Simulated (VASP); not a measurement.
# Ga3Se in VASP: a series of runs

Ga3Se is run at these levels: RPBE, PBE; tasks: relaxation of cell and atoms, single point.

Program: VASP 6.6.1. These are calculated values, not measurements. Logs are shortened: lines on timing, memory, paths and dates and some standing lists are left out, and cuts for length are marked.

## Step 1: The cell of the first run

It takes space group Pm-3m (No. 221, cubic). The conventional cell has a = 4.432 Å, b = 4.432 Å, c = 4.432 Å, α = 90.00°, β = 90.00°, γ = 90.00°. Se (site symmetry m-3m) has 12 Ga at 3.13 Å within 4.1 Å. Ga (site symmetry 4/mmm) has 4 Se at 3.13 Å and 8 Ga at 3.13 Å within 4.1 Å.

## Step 2: Relaxation of cell and atoms, RPBE

Input file INCAR:

```
SYSTEM = Ga3Se
PREC = Accurate
ENCUT = 600
EDIFF = 1E-7
ISMEAR = -1
SIGMA = 0.05
LREAL = .FALSE.
LASPH = .TRUE.
NELM = 100
ALGO = Normal
ISIF = 3
LWAVE = .FALSE.
LCHARG = .FALSE.
GGA = RP
IBRION = 2
NSW = 60
EDIFFG = -0.01
```

Input file KPOINTS:

```
Automatic mesh
0
G
  6 6 6
  0 0 0
```

Input file POSCAR:

```
Ga3Se
1.0
    4.4324650000      0.0000000000      0.0000000000
    0.0000000000      4.4324650000      0.0000000000
    0.0000000000      0.0000000000      4.4324650000
Se Ga
1 3
Direct
    0.0000000000      0.0000000000      0.0000000000
    0.5000000000      0.5000000000      0.0000000000
    0.5000000000      0.0000000000      0.5000000000
    0.0000000000      0.5000000000      0.5000000000
```

Potentials or basis: VASP PAW PBE potentials, release 64 (Se, Ga_d).

Started as:

```
> cat potpaw_PBE.64/Se/POTCAR potpaw_PBE.64/Ga_d/POTCAR > POTCAR
> mpirun -np 1 vasp_std > vasp.out
```

OUTCAR:

```text
SYSTEM = Ga3Se
   PREC = Accurate
   ENCUT = 600
   EDIFF = 1E-7
   ISMEAR = -1
   LREAL = .FALSE.
   LASPH = .TRUE.
   NELM = 100
   ISIF = 3
   GGA = RP
   IBRION = 2
   NSW = 60
   EDIFFG = -0.01

 ion  position               nearest neighbor table
   1  0.000  0.000  0.000-
   2  0.500  0.500  0.000-
   3  0.500  0.000  0.500-
   4  0.000  0.500  0.500-

  LATTYP: Found a simple cubic cell.
 ALAT       =     4.4324650000

  Lattice vectors:

 A1 = (   4.4324650000,   0.0000000000,   0.0000000000)
 A2 = (   0.0000000000,   4.4324650000,   0.0000000000)
 A3 = (   0.0000000000,   0.0000000000,   4.4324650000)

Analysis of symmetry for initial positions (statically):
=====================================================================
 Subroutine PRICEL returns:
 Original cell was already a primitive cell.

 Routine SETGRP: Setting up the symmetry group for a
 simple cubic supercell.

 Subroutine GETGRP returns: Found 48 space group operations
 (whereof 48 operations were pure point group operations)
 out of a pool of 48 trial point group operations.

The static configuration has the point symmetry O_h .

Analysis of symmetry for dynamics (positions and initial velocities):
=====================================================================
 Subroutine PRICEL returns:
 Original cell was already a primitive cell.

 Routine SETGRP: Setting up the symmetry group for a
 simple cubic supercell.

 Subroutine GETGRP returns: Found 48 space group operations
 (whereof 48 operations were pure point group operations)
 out of a pool of 48 trial point group operations.

The dynamic configuration has the point symmetry O_h .

 Subroutine INISYM returns: Found 48 space group operations
 (whereof 48 operations are pure point group operations),
 and found     1 'primitive' translations

----------------------------------------------------------------------------------------

                                     Primitive cell

  volume of cell :      87.0835

  direct lattice vectors                    reciprocal lattice vectors
     4.432465000  0.000000000  0.000000000     0.225608098  0.000000000  0.000000000
     0.000000000  4.432465000  0.000000000     0.000000000  0.225608098  0.000000000
     0.000000000  0.000000000  4.432465000     0.000000000  0.000000000  0.225608098

  length of vectors
     4.432465000  4.432465000  4.432465000     0.225608098  0.225608098  0.225608098

  position of ions in fractional coordinates (direct lattice)
     0.000000000  0.000000000  0.000000000
     0.500000000  0.500000000  0.000000000
     0.500000000  0.000000000  0.500000000
[... 36 lines left out ...]
            Coordinates               Weight
  0.000000  0.000000  0.000000      1.000000
  0.166667  0.000000  0.000000      6.000000
  0.333333  0.000000  0.000000      6.000000
  0.500000  0.000000  0.000000      3.000000
  0.166667  0.166667  0.000000     12.000000
  0.333333  0.166667  0.000000     24.000000
[... 12 lines left out ...]
  0.500000  0.500000  0.333333      6.000000
  0.500000  0.500000  0.500000      1.000000
   k-points           NKPTS =     20   k-points in BZ     NKDIM =     20   number of bands    NBANDS=     27
   number of dos      NEDOS =    301   number of ions     NIONS =      4
   total plane-waves  NPLWV =  46656
   dimension x,y,z NGX =    36 NGY =   36 NGZ =   36
   dimension x,y,z NGXF=    72 NGYF=   72 NGZF=   72
   ions per type =               1   3
   NGX,Y,Z   is equivalent  to a cutoff of  13.50, 13.50, 13.50 a.u.
   NGXF,Y,Z  is equivalent  to a cutoff of  27.00, 27.00, 27.00 a.u.
 SYSTEM =  Ga3Se
   PREC   = accura    normal or accurate (medium, high low for compatibility)
   ISTART =      0    job   : 0-new  1-cont  2-samecut
   ICHARG =      2    charge: 1-file 2-atom 10-const
   ISPIN  =      1    spin polarized calculation?
   LNONCOLLINEAR =      F non collinear calculations
   LSORBIT =      F    spin-orbit coupling
   LASPH  =      T    aspherical Exc in radial PAW
   ENCUT  =  600.0 eV  44.10 Ry    6.64 a.u.   8.85  8.85  8.85*2*pi/ulx,y,z
   NELM   =    100;   NELMIN=  2; NELMDL= -5     # of ELM steps
   EDIFF  = 0.1E-06   stopping-criterion for ELM
   LREAL  =      F    real-space projection
   EDIFFG = -.1E-01   stopping-criterion for IOM
   NSW    =     60    number of steps for IOM
   IBRION =      2    ionic relax: 0-MD 1-quasi-New 2-CG
   NFREE  =      1    steps in history (QN), initial steepest desc. (CG)
   ISIF   =      3    stress and relaxation
   ISYM   =      2    0-nonsym 1-usesym 2-fastsym
   POTIM  = 0.5000    time-step for ionic-motion
   TEBEG  =    0.0;   TEEND  =   0.0 temperature during run
   PSTRESS=    0.0 pullay stress
   NELECT =      45.0000    total number of electrons
   NUPDOWN=      -1.0000    fix difference up-down
   EMIN   =  10.00;   EMAX   =-10.00  energy-range for DOS
   EFERMI =   0.00;   METHOD = LEGACY
   ISMEAR =    -1;   SIGMA  =   0.05  broadening in eV -4-tet -1-fermi 0-gaus
   EFERMI_NEDOS =   21; number of points for ismear=-14 and -15
   IALGO  =     38    algorithm
   IMIX   =      4    mixing-type and parameters
     AMIX     =   0.40;   BMIX     =  1.00
     AMIX_MAG =   1.60;   BMIX_MAG =  1.00
  volume/ion in A,a.u.               =      21.77       146.92
  Fermi-wavevector in a.u.,A,eV,Ry     =   1.313713  2.482557 23.481488  1.725841
  Thomas-Fermi vector in A             =   2.444016
   LORBIT       =      0    0 simple, 1 ext, 2 COOP (PROOUT), +10 PAW based schemes
   GGA     = RP    functional components
   LHFCALC =     F    Hartree Fock is set to
   AEXX    =    0.0000 exact exchange contribution
   IVDW    =     0    specifies the selected vdW correction
   LEPSILON=     F    determine dielectric tensor
   LRPA    =     F    only Hartree local field effects (RPA)
 conjugate gradient relaxation of ions
 non-spin polarized calculation
  energy-cutoff  :      600.00
  volume of cell :       87.08
 maximum number of plane-waves:      2945
 NGX is ok and might be reduce to    36
   NGX = 17   NGY = 17   NGZ = 17

--------------------------------------- Ionic step        1  -------------------------------------------

 number of electron      44.9999944 magnetization

 Free energy of the ion-electron system (eV)
  ---------------------------------------------------
  ext. energy  EPLUGINS =         0.00000000
  ---------------------------------------------------
  free energy    TOTEN  =       -11.04877615 eV

  energy without entropy =      -11.03789618  energy(sigma->0) =      -11.04333616

 E-fermi :   4.7696     XC(G=0): -10.1468

 val. band max:        4.7330895451   @ k =   0.5000   0.1667   0.0000
 cond. band min:       4.8825523543   @ k =   0.5000   0.3333   0.1667
 fundamental gap:      0.1494628091
 Fermi energy:         4.7695918080
[... 1280 lines left out ...]
--------------------------------------- Ionic step        3  -------------------------------------------

 number of electron      44.9999979 magnetization

 Free energy of the ion-electron system (eV)
  ---------------------------------------------------
  ext. energy  EPLUGINS =         0.00000000
  ---------------------------------------------------
  free energy    TOTEN  =       -11.05734513 eV

  energy without entropy =      -11.04541852  energy(sigma->0) =      -11.05138183

 E-fermi :   4.5077     XC(G=0):  -9.9982

 val. band max:        4.3272875399   @ k =   0.3333   0.1667   0.1667
 cond. band min:       4.5119054676   @ k =   0.5000   0.1667   0.0000
 fundamental gap:      0.1846179276
 Fermi energy:         4.5076691825
[... 629 lines left out ...]
  FREE ENERGIE OF THE ION-ELECTRON SYSTEM (eV)
  ---------------------------------------------------
  free  energy   TOTEN  =       -11.0573451288 eV

  energy  without entropy=      -11.0454185218  energy(sigma->0) =      -11.05138183

 reached required accuracy - stopping structural energy minimisation
```

Run time: 1.9 min. Hardware: 1 thread of Intel Xeon 6975P-C (Granite Rapids), shared host; peak memory 0.24 GiB.

What came out:

- Free energy: -11.0573 eV
- Relaxed volume: 22.46 Å³/atom
- Relaxed cell: a = 4.479 Å, b = 4.479 Å, c = 4.479 Å, α = 90.00°, β = 90.00°, γ = 90.00°
- Space group after relaxing (to 0.05 Å): Pm-3m (No. 221)
- Energy gained by relaxing: 2.1 meV/atom
- Ionic steps: 3
- Pressure after relaxing: 0.0 GPa

Step by step:
```tsv
step	energy change (eV)	largest force (eV/Å)	pressure (GPa)	volume (Å³)
1	0.0000	0.0000	1.07	87.08
2	-0.0079	0.0000	0.31	88.94
3	-0.0086	0.0000	-0.04	89.84
```

Final structure:
```cif
data_structure
_symmetry_space_group_name_H-M 'P 1'
_symmetry_Int_Tables_number 1
_cell_length_a 4.4788
_cell_length_b 4.4788
_cell_length_c 4.4788
_cell_angle_alpha 90.000
_cell_angle_beta 90.000
_cell_angle_gamma 90.000
_cell_volume 89.84
loop_
_atom_site_label
_atom_site_type_symbol
_atom_site_fract_x
_atom_site_fract_y
_atom_site_fract_z
_atom_site_occupancy
Se1 Se 0.00000 0.00000 0.00000 1
Ga1 Ga 0.50000 0.50000 0.00000 1
Ga2 Ga 0.50000 0.00000 0.50000 1
Ga3 Ga 0.00000 0.50000 0.50000 1
```

Caveat: the PAW data sets were made with another functional, which shifts forces and pressure a little.

## Step 3: Single point, PBE

Input file INCAR:

```
ALGO     = Normal         # electronic algorithm
EDIFF    = 1E-6           # SCF threshold, eV
ENCUT    = 520            # plane-wave cutoff, eV
GGA      = PE             # functional
ISIF     = 2              # what is computed and relaxed
ISMEAR   = -1             # smearing method
LASPH    = True           # aspherical terms in the spheres
LCHARG   = True           # write CHGCAR
LELF     = True           # ELF
LREAL    = False          # projectors in reciprocal space
LVHAR    = True         
LWAVE    = False          # write WAVECAR
NBANDS   = 30             # bands
NELM     = 60             # most SCF steps
PREC     = Accurate       # precision mode
SIGMA    = 0.05           # smearing width, eV
```

Input file KPOINTS:

```
k-points
0
Gamma
  5 5 5
```

POSCAR is that of step 2.

Potentials or basis: VASP PAW PBE potentials, release 64 (Se, Ga_d).

Started as:

```
> cat potpaw_PBE.64/Se/POTCAR potpaw_PBE.64/Ga_d/POTCAR > POTCAR
> mpirun -np 1 vasp_std > vasp.out
```

Run time: 49 s. Hardware: 1 thread of Intel Xeon 6975P-C, shared host; peak memory 0.21 GiB.

The run converged. Its results:

```
Free energy : -12.3524 eV
Pressure    : -0.2 GPa
```

Levels at points of the mesh, in eV from the Fermi level:
```csv
k point,band 20,band 21,band 22,band 23,band 24,band 25
"(0.00, 0.00, 0.00)",-3.74,-2.85,-2.85,1.60,1.60,1.60
```

(Part 1 of 2 ends here.)
